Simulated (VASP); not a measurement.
# BN (P6_3mc) in VASP: a series of runs

Runs on BN. Level: r2SCAN. Tasks: single point.

Program: VASP 6.6.1. These are calculated values, not measurements. Logs are shortened: lines on timing, memory, paths and dates and some standing lists are left out, and cuts for length are marked.

## (1) The cell of the first run

The structure is hexagonal, space group P6_3mc (No. 186). The conventional cell has a = 2.758 Å, b = 2.758 Å, c = 4.396 Å, α = 90.00°, β = 90.00°, γ = 120.00°. B (site symmetry 3m) has 4 N at 1.65 to 1.69 Å within 2.2 Å. Within 2.2 Å of N (site symmetry 3m) lie 4 B at 1.65 to 1.69 Å.

## (2) Single point, r2SCAN (strain +0.080 along x and y, +0.040 along z)

Input file POSCAR:

```
BN
1.0
    2.7582547698      0.0000000000      0.0000000000
   -1.3791273849      2.3887187008      0.0000000000
    0.0000000000      0.0000000000      4.3959292000
B N
2 2
Direct
    0.6666666667      0.3333333333      0.9997240000
    0.3333333333      0.6666666667      0.4997240000
    0.6666666667      0.3333333333      0.6252760000
    0.3333333333      0.6666666667      0.1252760000
```

Input file INCAR.step1:

```
ALGO = Normal
EDIFF = 1E-4
ENCUT = 520
GGA = PE
ISMEAR = 0
LASPH = True
LCHARG = False
LREAL = False
LWAVE = True
NBANDS = 16
NELM = 80
PREC = Accurate
SIGMA = 0.05
```

Input file INCAR.step2:

```
ALGO = Normal
EDIFF = 1E-6
ENCUT = 520
ISIF = 2
ISMEAR = 0
ISTART = 1
LASPH = True
LCHARG = False
LMIXTAU = True
LREAL = False
LWAVE = False
METAGGA = R2SCAN
NBANDS = 16
NELM = 80
PREC = Accurate
SIGMA = 0.05
```

Input file KPOINTS:

```
k-points
0
Gamma
  12 12 6
```

Potentials or basis: VASP PAW PBE potentials, release 64 (B, N).

Run with:

```sh
cat potpaw_PBE.64/B/POTCAR potpaw_PBE.64/N/POTCAR > POTCAR
cp INCAR.step1 INCAR
mpirun -np 1 vasp_std > vasp.out
cp INCAR.step2 INCAR
mpirun -np 1 vasp_std > vasp.out
```

OUTCAR:

```text
EDIFF = 1E-6
   ENCUT = 520
   ISIF = 2
   ISMEAR = 0
   ISTART = 1
   LASPH = True
   LREAL = False
   METAGGA = R2SCAN
   NELM = 80
   PREC = Accurate

 ion  position               nearest neighbor table
   1  0.667  0.333  1.000-   3 1.65   4 1.69   4 1.69   4 1.69
   2  0.333  0.667  0.500-   4 1.65   3 1.69   3 1.69   3 1.69
   3  0.667  0.333  0.625-   1 1.65   2 1.69   2 1.69   2 1.69
   4  0.333  0.667  0.125-   2 1.65   1 1.69   1 1.69   1 1.69

  LATTYP: Found a hexagonal cell.
 ALAT       =     2.7582547698
 C/A-ratio  =     1.5937357376

  Lattice vectors:

 A1 = (   2.7582547698,   0.0000000000,   0.0000000000)
 A2 = (  -1.3791273849,   2.3887187008,   0.0000000000)
 A3 = (   0.0000000000,   0.0000000000,   4.3959292000)

Analysis of symmetry for initial positions (statically):
=====================================================================
 Subroutine PRICEL returns:
 Original cell was already a primitive cell.

 Routine SETGRP: Setting up the symmetry group for a
 hexagonal supercell.

 Subroutine GETGRP returns: Found 12 space group operations
 (whereof  6 operations were pure point group operations)
 out of a pool of 24 trial point group operations.

The static configuration has the point symmetry C_3v.
 The point group associated with its full space group is C_6v.

Analysis of symmetry for dynamics (positions and initial velocities):
=====================================================================
 Subroutine PRICEL returns:
 Original cell was already a primitive cell.

 Routine SETGRP: Setting up the symmetry group for a
 hexagonal supercell.

 Subroutine GETGRP returns: Found 12 space group operations
 (whereof  6 operations were pure point group operations)
 out of a pool of 24 trial point group operations.

The dynamic configuration has the point symmetry C_3v.
 The point group associated with its full space group is C_6v.

 Subroutine INISYM returns: Found 12 space group operations
 (whereof  6 operations are pure point group operations),
 and found     1 'primitive' translations

----------------------------------------------------------------------------------------

                                     Primitive cell

  volume of cell :      28.9634

  direct lattice vectors                    reciprocal lattice vectors
     2.758254770  0.000000000  0.000000000     0.362548091  0.209317238  0.000000000
    -1.379127385  2.388718701  0.000000000     0.000000000  0.418634475  0.000000000
     0.000000000  0.000000000  4.395929200     0.000000000  0.000000000  0.227483191

  length of vectors
     2.758254770  2.758254770  4.395929200     0.418634475  0.418634475  0.227483191

  position of ions in fractional coordinates (direct lattice)
     0.666666667  0.333333333  0.999724000
     0.333333333  0.666666667  0.499724000
     0.666666667  0.333333333  0.625276000
     0.333333333  0.666666667  0.125276000

  ion indices of the primitive-cell ions
   primitive index   ion index
                 1           1
                 2           2
                 3           3
                 4           4

----------------------------------------------------------------------------------------

 KPOINTS: k-points

Automatic generation of k-mesh.
 Grid dimensions read from file:
 generate k-points for:   12   12    6

 Generating k-lattice:

  Cartesian coordinates                     Fractional coordinates (reciprocal lattice)
     0.030212341  0.017443103  0.000000000     0.083333333 -0.000000000  0.000000000
     0.000000000  0.034886206  0.000000000     0.000000000  0.083333333  0.000000000
     0.000000000  0.000000000  0.037913865     0.000000000  0.000000000  0.166666667

  Length of vectors
     0.034886206  0.034886206  0.037913865

  Shift w.r.t. Gamma in fractional coordinates (k-lattice)
     0.000000000  0.000000000  0.000000000

 Subroutine IBZKPT returns following result:
 ===========================================

 Found     76 irreducible k-points:

 Following reciprocal coordinates:
            Coordinates               Weight
  0.000000  0.000000  0.000000      1.000000
  0.083333  0.000000  0.000000      6.000000
  0.166667  0.000000  0.000000      6.000000
  0.250000  0.000000  0.000000      6.000000
  0.333333  0.000000  0.000000      6.000000
  0.416667  0.000000  0.000000      6.000000
[... 16 lines left out ...]
  0.250000  0.000000  0.166667     12.000000
  0.333333  0.000000  0.166667     12.000000
 [... further k-points ...]
   k-points           NKPTS =     76   k-points in BZ     NKDIM =     76   number of bands    NBANDS=     16
   number of dos      NEDOS =    301   number of ions     NIONS =      4
   total plane-waves  NPLWV =  20736
   dimension x,y,z NGX =    24 NGY =   24 NGZ =   36
   dimension x,y,z NGXF=    48 NGYF=   48 NGZF=   72
   ions per type =               2   2
   NGX,Y,Z   is equivalent  to a cutoff of  14.47, 14.47, 13.61 a.u.
   NGXF,Y,Z  is equivalent  to a cutoff of  28.93, 28.93, 27.23 a.u.
 SYSTEM =  unknown system
   PREC   = accura    normal or accurate (medium, high low for compatibility)
   ISTART =      1    job   : 0-new  1-cont  2-samecut
   ICHARG =      0    charge: 1-file 2-atom 10-const
   ISPIN  =      1    spin polarized calculation?
   LNONCOLLINEAR =      F non collinear calculations
   LSORBIT =      F    spin-orbit coupling
   LASPH  =      T    aspherical Exc in radial PAW
   ENCUT  =  520.0 eV  38.22 Ry    6.18 a.u.   5.13  5.13  8.17*2*pi/ulx,y,z
   NELM   =     80;   NELMIN=  2; NELMDL=  0     # of ELM steps
   EDIFF  = 0.1E-05   stopping-criterion for ELM
   LREAL  =      F    real-space projection
   EDIFFG = 0.1E-04   stopping-criterion for IOM
   NSW    =      0    number of steps for IOM
   IBRION =     -1    ionic relax: 0-MD 1-quasi-New 2-CG
   NFREE  =      0    steps in history (QN), initial steepest desc. (CG)
   ISIF   =      2    stress and relaxation
   ISYM   =      2    0-nonsym 1-usesym 2-fastsym
   POTIM  = 0.5000    time-step for ionic-motion
   TEBEG  =    0.0;   TEEND  =   0.0 temperature during run
   PSTRESS=    0.0 pullay stress
   NELECT =      16.0000    total number of electrons
   NUPDOWN=      -1.0000    fix difference up-down
   EMIN   =  10.00;   EMAX   =-10.00  energy-range for DOS
   EFERMI =   0.00;   METHOD = LEGACY
   ISMEAR =     0;   SIGMA  =   0.05  broadening in eV -4-tet -1-fermi 0-gaus
   EFERMI_NEDOS =   21; number of points for ismear=-14 and -15
   IALGO  =     38    algorithm
   IMIX   =      4    mixing-type and parameters
     AMIX     =   0.40;   BMIX     =  1.00
     AMIX_MAG =   1.60;   BMIX_MAG =  1.00
  volume/ion in A,a.u.               =       7.24        48.86
  Fermi-wavevector in a.u.,A,eV,Ry     =   1.343275  2.538421 24.550170  1.804387
  Thomas-Fermi vector in A             =   2.471362
   LORBIT       =      0    0 simple, 1 ext, 2 COOP (PROOUT), +10 PAW based schemes
   METAGGA = R2SCAN    functional components
   LHFCALC =     F    Hartree Fock is set to
   AEXX    =    0.0000 exact exchange contribution
   IVDW    =     0    specifies the selected vdW correction
   LEPSILON=     F    determine dielectric tensor
   LRPA    =     F    only Hartree local field effects (RPA)
 non-spin polarized calculation
 Gauss-broadening in eV      SIGMA  =   0.05
  energy-cutoff  :      520.00
  volume of cell :       28.96
 maximum number of plane-waves:       808
 NGX is ok and might be reduce to    24
   NGX = 11   NGY = 11   NGZ = 17

 number of electron      16.0000001 magnetization

 Free energy of the ion-electron system (eV)
  ---------------------------------------------------
  ext. energy  EPLUGINS =         0.00000000
  ---------------------------------------------------
  free energy    TOTEN  =       -37.17330634 eV

  energy without entropy =      -37.17330634  energy(sigma->0) =      -37.17330634

 E-fermi :   5.3092     XC(G=0): -12.5875

 val. band max:        5.0562869746   @ k =   0.0000   0.0000   0.0000
 cond. band min:      11.0228529607   @ k =   0.3333   0.3333   0.0000
 fundamental gap:      5.9665659862
 Fermi energy:         5.3091651305

 k-point     1 :       0.0000    0.0000    0.0000
  band No.  band energies     occupation
      1     -14.2012      2.00000
      2     -10.5960      2.00000
      3      -4.4020      2.00000
      4       3.0145      2.00000
      5       3.0145      2.00000
      6       4.8726      2.00000
[... 8 lines left out ...]
     15      16.2353      0.00000
     16      20.2870      0.00000

 k-point     2 :       0.0833    0.0000    0.0000
  band No.  band energies     occupation
      1     -14.0739      2.00000
      2     -10.5087      2.00000
      3      -4.2755      2.00000
      4       2.3889      2.00000
      5       2.7887      2.00000
      6       4.4816      2.00000
[... 8 lines left out ...]
     15      16.5957      0.00000
     16      20.1059      0.00000

 k-point     3 :       0.1667    0.0000    0.0000
  band No.  band energies     occupation
      1     -13.6986      2.00000
      2     -10.2647      2.00000
      3      -3.9030      2.00000
      4       0.9277      2.00000
      5       2.2503      2.00000
      6       3.1726      2.00000
[... 8 lines left out ...]
     15      17.5409      0.00000
     16      19.6078      0.00000

 k-point     4 :       0.2500    0.0000    0.0000
  band No.  band energies     occupation
      1     -13.0963      2.00000
      2      -9.9282      2.00000
      3      -3.3117      2.00000
      4      -0.7354      2.00000
      5       1.5982      2.00000
      6       1.6374      2.00000
[... 8 lines left out ...]
     15      18.7751      0.00000
     16      19.3053      0.00000

 k-point     5 :       0.3333    0.0000    0.0000
  band No.  band energies     occupation
      1     -12.3172      2.00000
      2      -9.6405      2.00000
      3      -2.6459      2.00000
      4      -2.0680      2.00000
      5       0.0854      2.00000
      6       1.1155      2.00000
[... 8 lines left out ...]
     15      19.6244      0.00000
     16      19.9789      0.00000

 k-point     6 :       0.4167    0.0000    0.0000
  band No.  band energies     occupation
      1     -11.4856      2.00000
      2      -9.6125      2.00000
      3      -3.1149      2.00000
      4      -1.6990      2.00000
      5      -1.0582      2.00000
      6       0.7744      2.00000
[... 8 lines left out ...]
     15      19.9835      0.00000
     16      20.8525      0.00000
[... 267 lines left out ...]
 k-point    21 :       0.0833    0.0000    0.1667
  band No.  band energies     occupation
      1     -13.9214      2.00000
      2     -10.9403      2.00000
      3      -3.5862      2.00000
      4       2.5113      2.00000
      5       2.9058      2.00000
      6       3.8157      2.00000
[... 8 lines left out ...]
     15      16.3091      0.00000
     16      19.6945      0.00000

 k-point    22 :       0.1667    0.0000    0.1667
  band No.  band energies     occupation
      1     -13.5491      2.00000
      2     -10.6687      2.00000
      3      -3.2756      2.00000
      4       1.0817      2.00000
      5       2.3754      2.00000
      6       2.6895      2.00000
[... 8 lines left out ...]
     15      17.2522      0.00000
     16      19.4200      0.00000

 k-point    23 :       0.2500    0.0000    0.1667
  band No.  band energies     occupation
      1     -12.9531      2.00000
      2     -10.2784      2.00000
      3      -2.8632      2.00000
      4      -0.4714      2.00000
      5       1.1460      2.00000
      6       1.7695      2.00000
[... 8 lines left out ...]
     15      18.4748      0.00000
     16      19.3016      0.00000

 k-point    24 :       0.3333    0.0000    0.1667
  band No.  band energies     occupation
      1     -12.1858      2.00000
      2      -9.8990      2.00000
      3      -2.8697      2.00000
      4      -1.2913      2.00000
      5      -0.3340      2.00000
      6       1.2522      2.00000
[... 8 lines left out ...]
     15      19.6506      0.00000
     16      19.7170      0.00000

 [... further k-points ...]
[... 5 lines left out ...]
  --------------------------------------------------------------------------------------
  -------------------------------------------------------------------------------------
  Total      -11.0399147    -11.0399147     -7.1861748      0.0000000     -0.0000000      0.0000000
  in kB     -610.6976152   -610.6976152   -397.5193598      0.0000000     -0.0000000      0.0000000
  external PRESSURE =    -539.6381968 kB  Pullay stress =       0.0000000 kB

 VOLUME and BASIS-vectors are now :
 -----------------------------------------------------------------------------
  energy-cutoff  :      520.00
  volume of cell :       28.96
      direct lattice vectors                 reciprocal lattice vectors
     2.758254770  0.000000000  0.000000000     0.362548091  0.209317238  0.000000000
    -1.379127385  2.388718701  0.000000000     0.000000000  0.418634475  0.000000000
     0.000000000  0.000000000  4.395929200     0.000000000  0.000000000  0.227483191

 POSITION                                       TOTAL-FORCE (eV/Angst)
 -----------------------------------------------------------------------------------
      1.37913      0.79624      4.39472         0.000000     -0.000000     -0.141671
     -0.00000      1.59248      2.19675        -0.000000      0.000000     -0.141671
      1.37913      0.79624      2.74867        -0.000000     -0.000000      0.141671
     -0.00000      1.59248      0.55070         0.000000      0.000000      0.141671
 -----------------------------------------------------------------------------------
    total drift:                                0.000000     -0.000000     -0.001831

  FREE ENERGIE OF THE ION-ELECTRON SYSTEM (eV)
  ---------------------------------------------------
  free  energy   TOTEN  =       -37.1733063436 eV

  energy  without entropy=      -37.1733063436  energy(sigma->0) =      -37.17330634
```

It took 2.9 min on 1 thread of Intel Xeon 8259CL, shared host; peak memory 0.17 GiB.

What came out:

| Property | Result |
| --- | --- |
| Free energy | -37.1733 eV |
| Pressure | -54.0 GPa |
| Largest force | 0.142 eV/Å |
| Band gap on the k mesh | 5.97 eV, indirect (least direct gap 7.10 eV) |

Forces in eV/Å, atoms in the order of the input:
```
B    0.000  0.000 -0.142
B    0.000  0.000 -0.142
N    0.000  0.000  0.142
N    0.000  0.000  0.142
```

Levels at points of the mesh, in eV from the valence-band top:
```tsv
k point	band 6	band 7	band 8	band 9	band 10	band 11
(0.00, 0.00, 0.00)	-0.18	0.00	0.00	7.10	7.89	7.89
(0.50, 0.00, 0.00)	-4.40	-3.70	-1.66	6.12	7.99	9.96
(0.00, 0.00, 0.50)	-1.13	-1.13	-1.13	7.66	7.66	9.35
(0.50, 0.00, 0.50)	-3.24	-2.96	-2.96	6.34	6.34	9.51
```

Caveat: the cell differs from its parent crystal (strain +0.080 along x and y, +0.040 along z); the PAW data sets were made with another functional, which shifts forces and pressure a little. A k mesh can miss the band edges.

## (3) Single point, r2SCAN (strain +0.080 along x and y, +0.080 along z)

Edit POSCAR of step 2 so:

```diff
@@ -4,3 +4,3 @@
    -1.3791273849      2.3887187008      0.0000000000
-    0.0000000000      0.0000000000      4.3959292000
+    0.0000000000      0.0000000000      4.5650034000
 B N
```

Input file INCAR.step1:

```
PREC = Accurate ; ENCUT = 520
ISMEAR = 0 ; SIGMA = 0.05
LREAL = F ; LASPH = T
NELM = 100 ; NBANDS = 16
GGA = PE ; ALGO = Normal
EDIFF = 1E-4 ; LWAVE = T
LCHARG = F
```

Input file INCAR.step2:

```
PREC = Accurate ; ENCUT = 520
EDIFF = 1E-6 ; ISMEAR = 0
SIGMA = 0.05 ; LREAL = F
LASPH = T ; NELM = 100
ALGO = Normal ; ISIF = 2
LWAVE = F ; LCHARG = T
METAGGA = R2SCAN ; LMIXTAU = T
LELF = T ; LVHAR = T
NBANDS = 16 ; ISTART = 1
```

Input file KPOINTS:

```
regular mesh
0
Gamma
  12 12 6
```

Potentials or basis: VASP PAW PBE potentials, release 64 (B, N).

Run with:

```sh
cat potpaw_PBE.64/B/POTCAR potpaw_PBE.64/N/POTCAR > POTCAR
cp INCAR.step1 INCAR
mpirun -np 1 vasp_std > vasp.out
cp INCAR.step2 INCAR
mpirun -np 1 vasp_std > vasp.out
```

Wall time 2.1 min (1 thread of Intel Xeon 8259CL, shared host); peak memory 0.17 GiB.

It converged, with:

| Property | Result |
| --- | --- |
| Free energy | -36.8223 eV |
| Pressure | -60.2 GPa |
| Largest force | 0.161 eV/Å |
| Band gap on the k mesh | 5.88 eV, indirect (least direct gap 7.06 eV) |

Forces in eV/Å, atoms in the order of the input:
```
B    0.000  0.000  0.161
B    0.000  0.000  0.161
N    0.000  0.000 -0.161
N    0.000  0.000 -0.161
```

Stress tensor (GPa, compression positive):
```
-59.86   0.00   0.00
  0.00 -59.86   0.00
  0.00   0.00 -60.79
```

Levels at points of the mesh, in eV from the valence-band top:
```tsv
k point	band 6	band 7	band 8	band 9	band 10	band 11
(0.00, 0.00, 0.00)	-0.21	0.00	0.00	7.06	7.33	8.03
(0.50, 0.00, 0.00)	-4.06	-3.45	-1.73	6.32	7.70	9.36
(0.00, 0.00, 0.50)	-0.95	-0.95	-0.95	7.81	7.81	9.34
(0.50, 0.00, 0.50)	-3.05	-2.99	-2.99	6.12	6.12	9.03
```

Caveat: the cell differs from its parent crystal (strain +0.080 along x and y, +0.080 along z); the PAW data sets were made with another functional, which shifts forces and pressure a little. A k mesh can miss the band edges.
